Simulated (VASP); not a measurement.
# CoO (R3m) in VASP: single point with LDA

Aim: the single point of CoO with LDA.

Everything below comes from runs of VASP 6.6.1. Logs are shortened: lines on timing, memory, paths and dates and some standing lists are left out, and cuts for length are marked.

### Step 1. The cell of the first run

It takes space group R3m (No. 160, trigonal). The conventional cell has a = 3.204 Å, b = 3.204 Å, c = 7.699 Å, α = 90.00°, β = 90.00°, γ = 120.00°. Co (site symmetry 3m) has 4 O at 1.91 to 1.96 Å within 2.5 Å. O (site symmetry 3m) has 4 Co at 1.91 to 1.96 Å within 2.5 Å.

### Step 2. Single point, LDA, collinear spin, antiferromagnetic start

Contents of INCAR:

```
ALGO = Normal
EDIFF = 1E-6
ENCUT = 520
GGA = CA
ISIF = 2
ISMEAR = -1
ISPIN = 2
LASPH = T
LCHARG = F
LMAXMIX = 4
LORBIT = 11
LREAL = F
LWAVE = F
MAGMOM = 2.5 -2.5 0 0
NBANDS = 27
NELM = 150
PREC = Accurate
SIGMA = 0.05
```

Contents of KPOINTS:

```
k-points
0
Gamma
  8 8 8
```

Contents of POSCAR:

```
CoO
1.0
    1.6022200000      0.9250420000      5.1329420000
   -1.6022200000      0.9250420000      5.1329420000
    0.0000000000     -1.8500840000      5.1329420000
Co O
2 2
Direct
    0.9994880000      0.9994880000      0.9994880000
    0.4994910000      0.4994910000      0.4994910000
    0.3754960000      0.3754960000      0.3754960000
    0.8755260000      0.8755260000      0.8755260000
```

Potentials or basis: VASP PAW LDA potentials, release 64 (Co, O).

On the command line:

```sh
$ cat potpaw_LDA.64/Co/POTCAR potpaw_LDA.64/O/POTCAR > POTCAR
$ mpirun -np 1 vasp_std > vasp.out
```

OUTCAR:

```text
EDIFF = 1E-6
   ENCUT = 520
   GGA = CA
   ISIF = 2
   ISMEAR = -1
   ISPIN = 2
   LASPH = T
   LORBIT = 11
   LREAL = F
   NELM = 150
   PREC = Accurate

 ion  position               nearest neighbor table
   1  0.999  0.999  0.999-   4 1.91   3 1.96   3 1.96   3 1.96
   2  0.499  0.499  0.499-   3 1.91   4 1.96   4 1.96   4 1.96
   3  0.375  0.375  0.375-   2 1.91   1 1.96   1 1.96   1 1.96
   4  0.876  0.876  0.876-   1 1.91   2 1.96   2 1.96   2 1.96

  LATTYP: Found a trigonal (rhomboedric) cell.
 ALAT       =     5.4561804594
 COS(alpha) =     0.8275366407

  Lattice vectors:

 A1 = (   1.6022200000,   0.9250420000,   5.1329420000)
 A2 = (  -1.6022200000,   0.9250420000,   5.1329420000)
 A3 = (   0.0000000000,  -1.8500840000,   5.1329420000)

Analysis of symmetry for initial positions (statically):
=====================================================================
 Subroutine PRICEL returns:
 Original cell was already a primitive cell.

 Routine SETGRP: Setting up the symmetry group for a
 trigonal (rhombohedral) supercell.

 Subroutine GETGRP returns: Found  6 space group operations
 (whereof  6 operations were pure point group operations)
 out of a pool of 12 trial point group operations.

The static configuration has the point symmetry C_3v.

Analysis of symmetry for dynamics (positions and initial velocities):
=====================================================================
 Subroutine PRICEL returns:
 Original cell was already a primitive cell.

 Routine SETGRP: Setting up the symmetry group for a
 trigonal (rhombohedral) supercell.

 Subroutine GETGRP returns: Found  6 space group operations
 (whereof  6 operations were pure point group operations)
 out of a pool of 12 trial point group operations.

The dynamic configuration has the point symmetry C_3v.

Analysis of structural, dynamic, and magnetic symmetry:
=====================================================================
 Subroutine PRICEL returns:
 Original cell was already a primitive cell.

 Routine SETGRP: Setting up the symmetry group for a
 trigonal (rhombohedral) supercell.

 Subroutine GETGRP returns: Found  6 space group operations
 (whereof  6 operations were pure point group operations)
 out of a pool of 12 trial point group operations.

The overall configuration has the point symmetry C_3v.

 Subroutine INISYM returns: Found  6 space group operations
 (whereof  6 operations are pure point group operations),
 and found     1 'primitive' translations

----------------------------------------------------------------------------------------

                                     Primitive cell

  volume of cell :      45.6458

  direct lattice vectors                    reciprocal lattice vectors
     1.602220000  0.925042000  5.132942000     0.312067007  0.180171999  0.064940016
    -1.602220000  0.925042000  5.132942000    -0.312067007  0.180171999  0.064940016
     0.000000000 -1.850084000  5.132942000     0.000000000 -0.360343999  0.064940016

  length of vectors
     5.456180459  5.456180459  5.456180384     0.366148838  0.366148838  0.366148881

  position of ions in fractional coordinates (direct lattice)
     0.999488000  0.999488000  0.999488000
     0.499491000  0.499491000  0.499491000
     0.375496000  0.375496000  0.375496000
     0.875526000  0.875526000  0.875526000

  ion indices of the primitive-cell ions
   primitive index   ion index
                 1           1
                 2           2
                 3           3
                 4           4

----------------------------------------------------------------------------------------

 KPOINTS: k-points

Automatic generation of k-mesh.
 Grid dimensions read from file:
 generate k-points for:    8    8    8

 Generating k-lattice:

  Cartesian coordinates                     Fractional coordinates (reciprocal lattice)
     0.039008376  0.022521500  0.008117502     0.125000000  0.000000000  0.000000000
    -0.039008376  0.022521500  0.008117502     0.000000000  0.125000000  0.000000000
     0.000000000 -0.045043000  0.008117502     0.000000000  0.000000000  0.125000000

  Length of vectors
     0.045768605  0.045768605  0.045768610

  Shift w.r.t. Gamma in fractional coordinates (k-lattice)
     0.000000000  0.000000000  0.000000000

 Subroutine IBZKPT returns following result:
 ===========================================

 Found     65 irreducible k-points:

 Following reciprocal coordinates:
            Coordinates               Weight
  0.000000  0.000000  0.000000      1.000000
  0.125000  0.000000  0.000000      6.000000
  0.250000  0.000000  0.000000      6.000000
  0.375000 -0.000000  0.000000      6.000000
  0.500000  0.000000  0.000000      3.000000
  0.125000  0.125000  0.000000      6.000000
[... 16 lines left out ...]
  0.250000  0.125000  0.125000      6.000000
  0.375000  0.125000  0.125000      6.000000
 [... further k-points ...]
   k-points           NKPTS =     65   k-points in BZ     NKDIM =     65   number of bands    NBANDS=     27
   number of dos      NEDOS =    301   number of ions     NIONS =      4
   total plane-waves  NPLWV =  74088
   dimension x,y,z NGX =    42 NGY =   42 NGZ =   42
   dimension x,y,z NGXF=    84 NGYF=   84 NGZF=   84
   ions per type =               2   2
   NGX,Y,Z   is equivalent  to a cutoff of  12.80, 12.80, 12.80 a.u.
   NGXF,Y,Z  is equivalent  to a cutoff of  25.59, 25.59, 25.59 a.u.
 SYSTEM =  unknown system
   PREC   = accura    normal or accurate (medium, high low for compatibility)
   ISTART =      0    job   : 0-new  1-cont  2-samecut
   ICHARG =      2    charge: 1-file 2-atom 10-const
   ISPIN  =      2    spin polarized calculation?
   LNONCOLLINEAR =      F non collinear calculations
   LSORBIT =      F    spin-orbit coupling
   LASPH  =      T    aspherical Exc in radial PAW
   ENCUT  =  520.0 eV  38.22 Ry    6.18 a.u.  10.14 10.14 10.14*2*pi/ulx,y,z
   NELM   =    150;   NELMIN=  2; NELMDL= -5     # of ELM steps
   EDIFF  = 0.1E-05   stopping-criterion for ELM
   LREAL  =      F    real-space projection
   EDIFFG = 0.1E-04   stopping-criterion for IOM
   NSW    =      0    number of steps for IOM
   IBRION =     -1    ionic relax: 0-MD 1-quasi-New 2-CG
   NFREE  =      0    steps in history (QN), initial steepest desc. (CG)
   ISIF   =      2    stress and relaxation
   ISYM   =      2    0-nonsym 1-usesym 2-fastsym
   POTIM  = 0.5000    time-step for ionic-motion
   TEBEG  =    0.0;   TEEND  =   0.0 temperature during run
   PSTRESS=    0.0 pullay stress
   NELECT =      30.0000    total number of electrons
   NUPDOWN=      -1.0000    fix difference up-down
   EMIN   =  10.00;   EMAX   =-10.00  energy-range for DOS
   EFERMI =   0.00;   METHOD = LEGACY
   ISMEAR =    -1;   SIGMA  =   0.05  broadening in eV -4-tet -1-fermi 0-gaus
   EFERMI_NEDOS =   21; number of points for ismear=-14 and -15
   IALGO  =     38    algorithm
   IMIX   =      4    mixing-type and parameters
     AMIX     =   0.40;   BMIX     =  1.00
     AMIX_MAG =   1.60;   BMIX_MAG =  1.00
  volume/ion in A,a.u.               =      11.41        77.01
  Fermi-wavevector in a.u.,A,eV,Ry     =   1.423360  2.689761 27.564785  2.025955
  Thomas-Fermi vector in A             =   2.543966
   LORBIT       =     11    0 simple, 1 ext, 2 COOP (PROOUT), +10 PAW based schemes
   GGA     = CA    functional components
   LHFCALC =     F    Hartree Fock is set to
   AEXX    =    0.0000 exact exchange contribution
   IVDW    =     0    specifies the selected vdW correction
   LEPSILON=     F    determine dielectric tensor
   LRPA    =     F    only Hartree local field effects (RPA)
 spin polarized calculation
  energy-cutoff  :      520.00
  volume of cell :       45.65
 maximum number of plane-waves:      1246
 NGX is ok and might be reduce to    42
   NGX = 21   NGY = 21   NGZ = 21

 number of electron      30.0000006 magnetization       0.0002416

 number of electron      30.0000006 magnetization      -0.0000595

 Free energy of the ion-electron system (eV)
  ---------------------------------------------------
  ext. energy  EPLUGINS =         0.00000000
  ---------------------------------------------------
  free energy    TOTEN  =       -30.03496218 eV

  energy without entropy =      -29.99604374  energy(sigma->0) =      -30.01550296

 E-fermi :   5.8286     XC(G=0): -11.7390

 val. band max:        5.8243710645   @ k =  -0.3750   0.5000   0.1250
 cond. band min:       5.8390990919   @ k =  -0.2500   0.5000   0.2500
 fundamental gap:      0.0147280275
 Fermi energy:         5.8285838585

 spin component 1

 k-point     1 :       0.0000    0.0000    0.0000
  band No.  band energies     occupation
      1     -13.9740      1.00000
      2     -13.2396      1.00000
      3      -1.1912      1.00000
      4      -0.1560      1.00000
      5      -0.1560      1.00000
      6      -0.1213      1.00000
[... 19 lines left out ...]
     26      20.3026      0.00000
     27      22.9683      0.00000
[... 667 lines left out ...]
      5      -0.1172      1.00000
      6       0.0427      1.00000
[... 19 lines left out ...]
     26      19.8659      0.00000
     27      20.6545      0.00000

 [... further k-points ...]

 spin component 2

 k-point     1 :       0.0000    0.0000    0.0000
  band No.  band energies     occupation
      1     -13.9740      1.00000
      2     -13.2395      1.00000
      3      -1.1913      1.00000
      4      -0.1552      1.00000
      5      -0.1552      1.00000
      6      -0.1208      1.00000
[... 19 lines left out ...]
     26      20.3028      0.00000
     27      22.9683      0.00000
[... 667 lines left out ...]
      5      -0.1168      1.00000
      6       0.0433      1.00000
[... 19 lines left out ...]
     26      19.8670      0.00000
     27      20.6545      0.00000

 [... further k-points ...]

------------------------ aborting loop because EDIFF is reached ----------------------------------------

  FORCE on cell =-STRESS in cart. coord.  units (eV):
  Direction    XX          YY          ZZ          XY          YZ          ZX
  --------------------------------------------------------------------------------------
  -------------------------------------------------------------------------------------
  Total       -5.3721288     -5.3721270     -5.4551382      0.0000000      0.0000000      0.0000000
  in kB     -188.5626999   -188.5626394   -191.4763472      0.0000000      0.0000000      0.0000000
  external PRESSURE =    -189.5338955 kB  Pullay stress =       0.0000000 kB

 VOLUME and BASIS-vectors are now :
 -----------------------------------------------------------------------------
  energy-cutoff  :      520.00
  volume of cell :       45.65
      direct lattice vectors                 reciprocal lattice vectors
     1.602220000  0.925042000  5.132942000     0.312067007  0.180171999  0.064940016
    -1.602220000  0.925042000  5.132942000    -0.312067007  0.180171999  0.064940016
     0.000000000 -1.850084000  5.132942000     0.000000000 -0.360343999  0.064940016

 POSITION                                       TOTAL-FORCE (eV/Angst)
 -----------------------------------------------------------------------------------
      0.00000      0.00000     15.39094         0.000000      0.000000     -0.003039
      0.00000      0.00000      7.69157         0.000000     -0.000000     -0.006107
      0.00000      0.00000      5.78220         0.000000      0.000000      0.007331
      0.00000      0.00000     13.48207         0.000000      0.000000      0.001815
 -----------------------------------------------------------------------------------
    total drift:                                0.000000      0.000011     -0.000159

  FREE ENERGIE OF THE ION-ELECTRON SYSTEM (eV)
  ---------------------------------------------------
  free  energy   TOTEN  =       -30.0349621767 eV

  energy  without entropy=      -29.9960437416  energy(sigma->0) =      -30.01550296

 total charge

# of ion       s       p       d       tot
------------------------------------------
    1        0.347   0.447   7.252   8.046
    2        0.347   0.446   7.252   8.045
    3        1.543   3.391   0.000   4.934
    4        1.543   3.391   0.000   4.934
--------------------------------------------------
tot          3.779   7.675  14.504  25.959

 magnetization (x)

# of ion       s       p       d       tot
------------------------------------------
    1        0.006   0.036   1.914   1.956
    2       -0.006  -0.036  -1.914  -1.957
    3        0.009   0.125   0.000   0.134
    4       -0.009  -0.125   0.000  -0.134
--------------------------------------------------
tot          0.000   0.000  -0.001  -0.001
```

Run time: 3.9 min. Hardware: 1 thread of Intel Xeon 6975P-C (Granite Rapids), shared host; peak memory 0.3 GiB.

What came out:

| Item | Value |
| --- | --- |
| Free energy | -30.0350 eV |
| Pressure | -19.0 GPa |
| Largest force | 0.007 eV/Å |
| Band gap on the k mesh | zero (filled and empty bands overlap) |
| Net moment | 0.00 μB per cell |
| Site moments | Co +1.96, -1.96; O +0.13, -0.13 μB |
| Valence electrons inside the program's atomic spheres | Co 8.05, 8.04; O 4.93 |

Forces on the atoms (eV/Å):
```
Co   0.000  0.000 -0.003
Co   0.000  0.000 -0.006
O    0.000  0.000  0.007
O    0.000  0.000  0.002
```

Stress tensor (GPa, compression positive):
```
-18.86   0.00   0.00
  0.00 -18.86   0.00
  0.00   0.00 -19.15
```

Caveat: the cell stands under tension; semilocal functionals often make such compounds metallic where correlation or magnetic order opens a gap, which also shifts bond lengths.
